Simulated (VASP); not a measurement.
# PbSe (Fm-3m) in VASP: a series of runs, part 3 of 3

VASP 6.6.1.

**5. Single point, PBE-based screened hybrid with 25 % exact exchange**

This run uses another cell than the first one, of 28.67 Å³/atom.

The input, POSCAR:

```
PbSe
1.0
    0.0000000000      3.0606500000      3.0606500000
    3.0606500000      0.0000000000      3.0606500000
    3.0606500000      3.0606500000      0.0000000000
Pb Se
1 1
Direct
    0.0000000000      0.0000000000      0.0000000000
    0.5000000000      0.5000000000      0.5000000000
```

The input, INCAR.step1:

```
  PREC = Accurate
  ENCUT = 520
  EDIFF = 1E-5
  ISMEAR = -1
  SIGMA = 0.05
  LREAL = False
  LASPH = True
  NELM = 80
  ALGO = Normal
  ISIF = 2
  LWAVE = True
  LCHARG = False
  GGA = PE
  NBANDS = 17
```

The input, INCAR.step2:

```
  PREC = Accurate
  ENCUT = 520
  EDIFF = 1E-7
  ISMEAR = -1
  SIGMA = 0.05
  LREAL = False
  LASPH = True
  NELM = 80
  ALGO = Normal
  ISIF = 2
  LWAVE = False
  LCHARG = False
  GGA = PE
  LHFCALC = True
  AEXX = 0.25
  HFSCREEN = 0.3
  PRECFOCK = Normal
  ISTART = 1
  NBANDS = 17
```

The input, KPOINTS:

```
Automatic mesh
0
Gamma
  4 4 4
```

Potentials or basis: VASP PAW PBE potentials, release 64 (Pb_d, Se).

Started as:

```bash
$ cat potpaw_PBE.64/Pb_d/POTCAR potpaw_PBE.64/Se/POTCAR > POTCAR
$ cp INCAR.step1 INCAR
$ mpirun -np 1 vasp_std > vasp.out
$ cp INCAR.step2 INCAR
$ mpirun -np 1 vasp_std > vasp.out
```

OUTCAR:

```text
PREC = Accurate
   ENCUT = 520
   EDIFF = 1E-7
   ISMEAR = -1
   LREAL = False
   LASPH = True
   NELM = 80
   ISIF = 2
   GGA = PE
   LHFCALC = True
   AEXX = 0.25
   HFSCREEN = 0.3
   PRECFOCK = Normal
   ISTART = 1

 ion  position               nearest neighbor table
   1  0.000  0.000  0.000-   2 3.06   2 3.06   2 3.06   2 3.06   2 3.06   2 3.06
   2  0.500  0.500  0.500-   1 3.06   1 3.06   1 3.06   1 3.06   1 3.06   1 3.06

  LATTYP: Found a face centered cubic cell.
 ALAT       =     6.1213000000

  Lattice vectors:

 A1 = (   0.0000000000,   3.0606500000,   3.0606500000)
 A2 = (   3.0606500000,   0.0000000000,   3.0606500000)
 A3 = (   3.0606500000,   3.0606500000,   0.0000000000)

Analysis of symmetry for initial positions (statically):
=====================================================================
 Subroutine PRICEL returns:
 Original cell was already a primitive cell.

 Routine SETGRP: Setting up the symmetry group for a
 face centered cubic supercell.

 Subroutine GETGRP returns: Found 48 space group operations
 (whereof 48 operations were pure point group operations)
 out of a pool of 48 trial point group operations.

The static configuration has the point symmetry O_h .

Analysis of symmetry for dynamics (positions and initial velocities):
=====================================================================
 Subroutine PRICEL returns:
 Original cell was already a primitive cell.

 Routine SETGRP: Setting up the symmetry group for a
 face centered cubic supercell.

 Subroutine GETGRP returns: Found 48 space group operations
 (whereof 48 operations were pure point group operations)
 out of a pool of 48 trial point group operations.

[... 103 lines left out ...]
     AMIX_MAG =   1.60;   BMIX_MAG =  1.00
  volume/ion in A,a.u.               =      28.67       193.48
  Fermi-wavevector in a.u.,A,eV,Ry     =   1.152377  2.177676 18.068159  1.327972
  Thomas-Fermi vector in A             =   2.289028
   LORBIT       =      0    0 simple, 1 ext, 2 COOP (PROOUT), +10 PAW based schemes
   GGA     = PE    functional components
   LHFCALC =     T    Hartree Fock is set to
   PRECFOCK=normal    Normal, Fast or Accurate (Low or Medium for compatibility)
   ENCUT4O =  -1.0   cutoff for four orbital integrals eV
   NKREDX  =     1    reduce k-point grid by
   NKREDY  =     1    reduce k-point grid by
   NKREDZ  =     1    reduce k-point grid by
   AEXX    =    0.2500 exact exchange contribution
   HFSCREEN=    0.3000 screening length (either q_TF or 0.3 A-1)
   HFSCREENC=   0.3000 screening length for correlation (either q_TF or 0.3 A-1)
   ENCUTFOCK=  -1.0 apply spherical cutoff to Coloumb kernel
   IVDW    =     0    specifies the selected vdW correction
   LEPSILON=     F    determine dielectric tensor
   LRPA    =     F    only Hartree local field effects (RPA)
 non-spin polarized calculation
  energy-cutoff  :      520.00
  volume of cell :       57.34
 maximum number of plane-waves:      1572
  NGX = 28; NGY = 28; NGZ = 28

 number of electron      20.0000000 magnetization

 Free energy of the ion-electron system (eV)
  ---------------------------------------------------
  ext. energy  EPLUGINS =         0.00000000
  ---------------------------------------------------
  free energy    TOTEN  =        -9.40311063 eV

  energy without entropy =       -9.40286578  energy(sigma->0) =       -9.40298821

 E-fermi :   5.1477     XC(G=0):  -8.0710

 val. band max:        4.8549655037   @ k =   0.5000   0.0000   0.0000
 cond. band min:       5.4404874441   @ k =   0.5000   0.0000   0.0000
 fundamental gap:      0.5855219404
 Fermi energy:         5.1477264790

 k-point     1 :       0.0000    0.0000    0.0000
  band No.  band energies     occupation
      1     -13.6601      2.00000
      2     -13.6601      2.00000
      3     -13.6536      2.00000
      4     -13.6536      2.00000
      5     -13.6536      2.00000
      6     -10.0606      2.00000
[... 137 lines left out ...]
      4     -13.6414      2.00000
      5     -13.6094      2.00000
      6      -8.4554      2.00000
[... 9 lines left out ...]
     16      17.4108      0.00000
     17      18.2798      0.00000

------------------------ aborting loop because EDIFF is reached ----------------------------------------

  FORCE on cell =-STRESS in cart. coord.  units (eV):
  Direction    XX          YY          ZZ          XY          YZ          ZX
  --------------------------------------------------------------------------------------
  -------------------------------------------------------------------------------------
  Total        0.4800064      0.4800064      0.4800064     -0.0000000     -0.0000000      0.0000000
  in kB       13.4117859     13.4117859     13.4117859     -0.0000000     -0.0000000      0.0000000
  external PRESSURE =      13.4117859 kB  Pullay stress =       0.0000000 kB

 VOLUME and BASIS-vectors are now :
 -----------------------------------------------------------------------------
  energy-cutoff  :      520.00
  volume of cell :       57.34
      direct lattice vectors                 reciprocal lattice vectors
     0.000000000  3.060650000  3.060650000    -0.163363991  0.163363991  0.163363991
     3.060650000  0.000000000  3.060650000     0.163363991 -0.163363991  0.163363991
     3.060650000  3.060650000  0.000000000     0.163363991  0.163363991 -0.163363991

 POSITION                                       TOTAL-FORCE (eV/Angst)
 -----------------------------------------------------------------------------------
      0.00000      0.00000      0.00000         0.000000     -0.000000     -0.000000
      3.06065      3.06065      3.06065        -0.000000      0.000000      0.000000
 -----------------------------------------------------------------------------------
    total drift:                                0.000000      0.000000      0.000000

  FREE ENERGIE OF THE ION-ELECTRON SYSTEM (eV)
  ---------------------------------------------------
  free  energy   TOTEN  =        -9.4031106287 eV

  energy  without entropy=       -9.4028657843  energy(sigma->0) =       -9.40298821
```

Wall time 31 min (1 thread of Intel Xeon 8259CL, shared host); peak memory 0.3 GiB.

What came out:

```yaml
Free_energy: -9.4031 eV
Pressure: 1.3 GPa
Band_gap_on_the_k_mesh: 0.59 eV
```

Levels at points of the mesh, in eV from the valence-band top:
```csv
k point,band 6,band 7,band 8,band 9,band 10,band 11,band 12,band 13,band 14,band 15
"(0.00, 0.00, 0.00)",-14.92,-6.59,-2.15,-2.15,-2.15,5.29,5.29,5.29,6.98,6.98
"(0.50, 0.00, 0.00)",-13.75,-9.49,-1.74,-1.74,0.00,0.59,2.03,2.03,9.14,10.84
"(0.50, 0.50, 0.00)",-13.34,-7.82,-5.49,-3.61,-3.61,4.01,6.26,6.26,6.72,12.00
```

Caveat: the k points lie up to 0.44 Å⁻¹ apart; the PAW data sets were made with another functional, which shifts forces and pressure a little; spin-orbit coupling is left out, which moves the levels of the heavy elements.

**6. Single point, RPBE+D4, non-collinear spin, zero start, spin-orbit coupling (26.38 Å³/atom)**

This run uses another cell than the first one, of 26.38 Å³/atom.

The input, INCAR:

```
PREC = Accurate
ENCUT = 520
EDIFF = 1E-6
ISMEAR = -1
SIGMA = 0.01
LREAL = False
LASPH = True
NELM = 150
ALGO = Normal
ISIF = 2
LWAVE = False
LCHARG = False
LNONCOLLINEAR = True
MAGMOM = 0 0 0 0 0 0
LORBIT = 11
LSORBIT = True
GGA_COMPAT = False
LORBMOM = True
GGA = RP
IVDW = 13
NBANDS = 32
```

The input, KPOINTS:

```
Automatic mesh
0
Gamma
  8 8 8
```

The input, POSCAR:

```
PbSe
1.0
    0.0000000000      2.9767539910      2.9767539910
    2.9767539910      0.0000000000      2.9767539910
    2.9767539910      2.9767539910      0.0000000000
Pb Se
1 1
Direct
    0.0000000000      0.0000000000      0.0000000000
    0.5000000000      0.5000000000      0.5000000000
```

Potentials or basis: VASP PAW PBE potentials, release 64 (Pb_d, Se).

Started as:

```bash
$ cat potpaw_PBE.64/Pb_d/POTCAR potpaw_PBE.64/Se/POTCAR > POTCAR
$ mpirun -np 1 vasp_ncl > vasp.out
```

OUTCAR:

```text
PREC = Accurate
   ENCUT = 520
   EDIFF = 1E-6
   ISMEAR = -1
   LREAL = False
   LASPH = True
   NELM = 150
   ISIF = 2
   LNONCOLLINEAR = True
   LORBIT = 11
   LSORBIT = True
   GGA = RP
   IVDW = 13

 ion  position               nearest neighbor table
   1  0.000  0.000  0.000-   2 2.98   2 2.98   2 2.98   2 2.98   2 2.98   2 2.98
   2  0.500  0.500  0.500-   1 2.98   1 2.98   1 2.98   1 2.98   1 2.98   1 2.98

  LATTYP: Found a face centered cubic cell.
 ALAT       =     5.9535079820

  Lattice vectors:

 A1 = (   0.0000000000,   2.9767539910,   2.9767539910)
 A2 = (   2.9767539910,   0.0000000000,   2.9767539910)
 A3 = (   2.9767539910,   2.9767539910,   0.0000000000)

Analysis of symmetry for initial positions (statically):
=====================================================================
 Subroutine PRICEL returns:
 Original cell was already a primitive cell.

 Routine SETGRP: Setting up the symmetry group for a
 face centered cubic supercell.

 Subroutine GETGRP returns: Found 48 space group operations
 (whereof 48 operations were pure point group operations)
 out of a pool of 48 trial point group operations.

The static configuration has the point symmetry O_h .

Analysis of symmetry for dynamics (positions and initial velocities):
=====================================================================
 Subroutine PRICEL returns:
 Original cell was already a primitive cell.

 Routine SETGRP: Setting up the symmetry group for a
 face centered cubic supercell.

 Subroutine GETGRP returns: Found 48 space group operations
 (whereof 48 operations were pure point group operations)
 out of a pool of 48 trial point group operations.

The dynamic configuration has the point symmetry O_h .

Analysis of structural, dynamic, and magnetic symmetry:
=====================================================================
 Subroutine PRICEL returns:
 Original cell was already a primitive cell.

 Routine SETGRP: Setting up the symmetry group for a
 face centered cubic supercell.

 Subroutine GETGRP returns: Found 48 space group operations
 (whereof 48 operations were pure point group operations)
 out of a pool of 48 trial point group operations.

The overall configuration has the point symmetry O_h .

 Subroutine INISYM returns: Found 48 space group operations
 (whereof 48 operations are pure point group operations),
 and found     1 'primitive' translations

----------------------------------------------------------------------------------------

                                     Primitive cell

  volume of cell :      52.7544

  direct lattice vectors                    reciprocal lattice vectors
     0.000000000  2.976753991  2.976753991    -0.167968197  0.167968197  0.167968197
     2.976753991  0.000000000  2.976753991     0.167968197 -0.167968197  0.167968197
     2.976753991  2.976753991  0.000000000     0.167968197  0.167968197 -0.167968197

  length of vectors
     4.209765866  4.209765866  4.209765866     0.290929451  0.290929451  0.290929451

  position of ions in fractional coordinates (direct lattice)
     0.000000000  0.000000000  0.000000000
[... 986 lines left out ...]
  Direction    XX          YY          ZZ          XY          YZ          ZX
  --------------------------------------------------------------------------------------
  -------------------------------------------------------------------------------------
  Total       1.60661     1.60661     1.60661     0.00000     0.00000     0.00000
  in kB      48.79367    48.79367    48.79367     0.00000     0.00000     0.00000
  external pressure =       48.79 kB  Pullay stress =        0.00 kB

 VOLUME and BASIS-vectors are now :
 -----------------------------------------------------------------------------
  energy-cutoff  :      520.00
  volume of cell :       52.75
      direct lattice vectors                 reciprocal lattice vectors
     0.000000000  2.976753991  2.976753991    -0.167968197  0.167968197  0.167968197
     2.976753991  0.000000000  2.976753991     0.167968197 -0.167968197  0.167968197
     2.976753991  2.976753991  0.000000000     0.167968197  0.167968197 -0.167968197

 POSITION                                       TOTAL-FORCE (eV/Angst)
 -----------------------------------------------------------------------------------
      0.00000      0.00000      0.00000        -0.000000     -0.000000      0.000000
      2.97675      2.97675      2.97675         0.000000      0.000000     -0.000000
 -----------------------------------------------------------------------------------
    total drift:                                0.000000     -0.000000     -0.000000

  FREE ENERGIE OF THE ION-ELECTRON SYSTEM (eV)
  ---------------------------------------------------
  free  energy   TOTEN  =        -9.2701921872 eV

  energy  without entropy=       -9.2701921870  energy(sigma->0) =       -9.27019219

 orbital moment (x)

 # of ion     p       d       tot
 ----------------------------------------
  1         0.000   0.000   0.000
  2         0.000  -0.000  -0.000
 ----------------------------------------
            0.000   0.000   0.000

 orbital moment (y)

 # of ion     p       d       tot
 ----------------------------------------
  1         0.000  -0.000  -0.000
  2         0.000   0.000   0.000
 ----------------------------------------
            0.000  -0.000  -0.000

 orbital moment (z)

 # of ion     p       d       tot
 ----------------------------------------
  1         0.000   0.000   0.000
  2         0.000   0.000   0.000
 ----------------------------------------
            0.000   0.000   0.000

 Spin-Orbit-Coupling matrix elements

 Ion:    1  E_soc:     -0.8556709
 l=   1
     0.0000000    -0.0755872    -0.0755872
    -0.0755872     0.0000000    -0.0755872
    -0.0755872    -0.0755872     0.0000000
 l=   2
     0.0000000    -0.0134703     0.0000000    -0.0134703    -0.0535544
    -0.0134703     0.0000000    -0.0401658    -0.0134703    -0.0133886
     0.0000000    -0.0401658     0.0000000    -0.0401658     0.0000000
    -0.0134703    -0.0134703    -0.0401658     0.0000000    -0.0133886
    -0.0535544    -0.0133886     0.0000000    -0.0133886     0.0000000
 l=   3
     0.0000000     0.0000000     0.0000000     0.0000000     0.0000000     0.0000000     0.0000000
     0.0000000     0.0000000     0.0000000     0.0000000     0.0000000     0.0000000     0.0000000
     0.0000000     0.0000000     0.0000000     0.0000000     0.0000000     0.0000000     0.0000000
     0.0000000     0.0000000     0.0000000     0.0000000     0.0000000     0.0000000     0.0000000
     0.0000000     0.0000000     0.0000000     0.0000000     0.0000000     0.0000000     0.0000000
     0.0000000     0.0000000     0.0000000     0.0000000     0.0000000     0.0000000     0.0000000
     0.0000000     0.0000000     0.0000000     0.0000000     0.0000000     0.0000000     0.0000000

 Ion:    2  E_soc:     -0.0474285
 l=   1
     0.0000000    -0.0079275    -0.0079275
    -0.0079275     0.0000000    -0.0079275
    -0.0079275    -0.0079275     0.0000000
 l=   2
     0.0000000    -0.0000030     0.0000000    -0.0000030     0.0000258
    -0.0000030     0.0000000     0.0000193    -0.0000030     0.0000064
     0.0000000     0.0000193     0.0000000     0.0000193     0.0000000
    -0.0000030    -0.0000030     0.0000193     0.0000000     0.0000064
     0.0000258     0.0000064     0.0000000     0.0000064     0.0000000
 l=   3
     0.0000000     0.0000000     0.0000000     0.0000000     0.0000000     0.0000000     0.0000000
     0.0000000     0.0000000     0.0000000     0.0000000     0.0000000     0.0000000     0.0000000
     0.0000000     0.0000000     0.0000000     0.0000000     0.0000000     0.0000000     0.0000000
     0.0000000     0.0000000     0.0000000     0.0000000     0.0000000     0.0000000     0.0000000
     0.0000000     0.0000000     0.0000000     0.0000000     0.0000000     0.0000000     0.0000000
     0.0000000     0.0000000     0.0000000     0.0000000     0.0000000     0.0000000     0.0000000
     0.0000000     0.0000000     0.0000000     0.0000000     0.0000000     0.0000000     0.0000000

 total charge

# of ion       s       p       d       tot
------------------------------------------
    1        1.470   0.609   9.852  11.932
    2        1.472   2.358   0.025   3.855
--------------------------------------------------
tot          2.942   2.967   9.878  15.787

 magnetization (x)

# of ion       s       p       d       tot
------------------------------------------
    1       -0.000  -0.000   0.000  -0.000
    2        0.000  -0.000   0.000   0.000
--------------------------------------------------
tot         -0.000  -0.000   0.000  -0.000

 magnetization (y)

# of ion       s       p       d       tot
------------------------------------------
    1       -0.000  -0.000   0.000  -0.000
    2       -0.000   0.000   0.000   0.000
--------------------------------------------------
tot         -0.000  -0.000   0.000  -0.000

 magnetization (z)

# of ion       s       p       d       tot
------------------------------------------
    1        0.000   0.000   0.000   0.000
    2        0.000   0.000   0.000   0.000
--------------------------------------------------
tot          0.000   0.000   0.000   0.000
```

stdout:

```text
POSCAR found type information on POSCAR PbSe
 POSCAR found :  2 types and       2 ions
 scaLAPACK will be used
 -----------------------------------------------------------------------------
|                                                                             |
|                                                                             |
|     You enforced a specific xc type in the INCAR file but a different       |
|     I HOPE YOU KNOW WHAT YOU ARE DOING!                                     |
|                                                                             |
 -----------------------------------------------------------------------------

 LDA part: xc-table for (Slater+PW92), standard interpolation
 POSCAR, INCAR and KPOINTS ok, starting setup
 FFT: planning ... GRIDC
 FFT: planning ... GRID_SOFT
 FFT: planning ... GRID
 WAVECAR not read
 entering main loop
```

It took 41 s on 1 thread of Intel Xeon 6975P-C (Granite Rapids), shared host; peak memory 0.33 GiB.

Results:

```yaml
Free_energy: -9.2702 eV
Pressure: 4.9 GPa
Net_moment: 0.00 μB per cell
Valence_electrons_inside_the_program's_atomic_spheres: Pb 11.93; Se 3.85
Dispersion_energy_per_atom: -0.788 eV
```

Moments on the atoms (μB; x, y, z):
```
Pb  0.00 0.00 0.00
Se  0.00 0.00 0.00
```

Caveat: the cell stands under pressure; the PAW data sets were made with another functional, which shifts forces and pressure a little.

**7. Overview**

```csv
level,spin,cell,k mesh,smearing,grid for exact exchange (PRECFOCK),share of exact exchange,screening parameter,gap on the mesh (eV),pressure (GPa)
PBE-based screened hybrid with 25 % exact exchange,off,"a = 4.240 Å, angles 60.0°, 2 atoms",4 × 4 × 4,fermi-dirac 0.05 eV,Normal,0.25,0.3 1/Å,0.33,5.3
PBE-based screened hybrid with 25 % exact exchange,off,"a = 4.270 Å, angles 60.0°, 2 atoms",4 × 4 × 4,fermi-dirac 0.05 eV,Normal,0.25,0.3 1/Å,0.42,3.9
PBE-based screened hybrid with 25 % exact exchange,off,"a = 4.299 Å, angles 60.0°, 2 atoms",4 × 4 × 4,fermi-dirac 0.05 eV,Normal,0.25,0.3 1/Å,0.51,2.5
PBE-based screened hybrid with 25 % exact exchange,off,"a = 4.328 Å, angles 60.0°, 2 atoms",4 × 4 × 4,fermi-dirac 0.05 eV,Normal,0.25,0.3 1/Å,0.59,1.3
RPBE+D4,"non-collinear, zero start, SOC","a = 4.210 Å, angles 60.0°, 2 atoms",8 × 8 × 8,fermi-dirac 0.01 eV,-,-,-,-,4.9
```

Alike in all rows: task single point; potentials or basis VASP PAW PBE potentials, release 64 (Pb_d, Se); cutoff (eV) 520.

Caveats: some runs use coarse meshes; the PAW data sets were made with another functional, which shifts forces and pressure a little; spin-orbit coupling is left out, which moves the levels of the heavy elements (at least some runs); the cell stands under pressure (at least some runs).

Absolute energies hang on the potentials; compare differences alone.
